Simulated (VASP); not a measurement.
KPd2Se2I:

```xyz
6
Lattice="4.4853 0.0000 0.0000 -2.2427 3.8844 0.0000 0.0000 0.0000 9.5973" Properties=species:S:1:pos:R:3 pbc="T T T"
K     0.0000    0.0000    4.7987
Pd    2.2427    1.2948    2.3370
Pd    0.0000    2.5896    7.2604
Se    2.2427    1.2948    7.3182
Se    0.0000    2.5896    2.2792
I     0.0000    0.0000    0.0000
```

The cell was built from a structure type or drawn by symmetry, and may not be a known phase.

```yaml
Program: VASP 6.6.1
Task: relaxation of cell and atoms
Functional: PBE
Potentials_or_basis: VASP PAW PBE potentials, release 64 (K_sv, Pd, Se, I)
Cutoff: 600 eV
k_mesh: 3 × 3 × 2
Occupations: gaussian, width 0.15 eV
Spin: no spin polarisation
```

At the start: pressure -3.8 GPa; volume 27.87 Å³/atom.

Question: How do energy, volume and symmetry change on relaxing?

Answer: Over 18 steps the energy falls by 278.9 meV/atom and the volume is 24.23 Å³/atom (-13.1 %); space group P-3m1 (No. 164, to 0.1 Å) before and after.

The path:
| step | energy change (eV) | largest force (eV/Å) | pressure (GPa) | volume (Å³) |
| --- | --- | --- | --- | --- |
| 1 | 0.0000 | 0.9651 | -3.75 | 167.21 |
| 2 | -0.3202 | 1.0582 | 0.68 | 151.87 |
| 3 | -0.3232 | 1.0704 | 1.33 | 150.27 |
| 4 | -0.5363 | 0.9996 | 1.32 | 149.14 |
| 5 | -0.9780 | 0.6778 | 0.75 | 145.75 |
| 6 | -0.9193 | 1.2260 | 0.30 | 139.11 |
| 7 | -1.2365 | 0.6783 | -0.12 | 143.70 |
| 8 | -1.3251 | 0.3156 | -0.45 | 141.39 |
| 9 | -1.3459 | 0.1247 | -0.45 | 142.15 |
| 10 | -1.4408 | 0.6340 | 0.92 | 138.82 |
| 11 | -1.4476 | 0.5049 | 0.60 | 139.50 |
| 12 | -1.5882 | 0.3605 | 0.41 | 141.22 |
| 13 | -1.6549 | 0.2146 | 0.63 | 143.64 |
| 14 | -1.6587 | 0.1435 | 0.54 | 143.24 |
| 15 | -1.6627 | 0.1562 | -0.56 | 146.02 |
| 16 | -1.6635 | 0.1376 | -0.25 | 145.19 |
| 17 | -1.6685 | 0.0905 | -0.18 | 145.24 |
| 18 | -1.6736 | 0.0289 | 0.03 | 145.37 |

Final structure:
```
K Pd Se I
1.0
     4.05216    0.00000    0.00000
    -2.02608    3.50927    0.00000
     0.00000    0.00000   10.22258
K Pd Se I
1 2 2 1
Direct
  0.00000 0.00000 0.50000
  0.66667 0.33333 0.17272
  0.33333 0.66667 0.82728
  0.66667 0.33333 0.72729
  0.33333 0.66667 0.27271
  0.00000 0.00000 0.00000
```

Caveat: the k points lie up to 0.60 Å⁻¹ apart in the final cell, too coarse for converged energies and pressures of a metal.
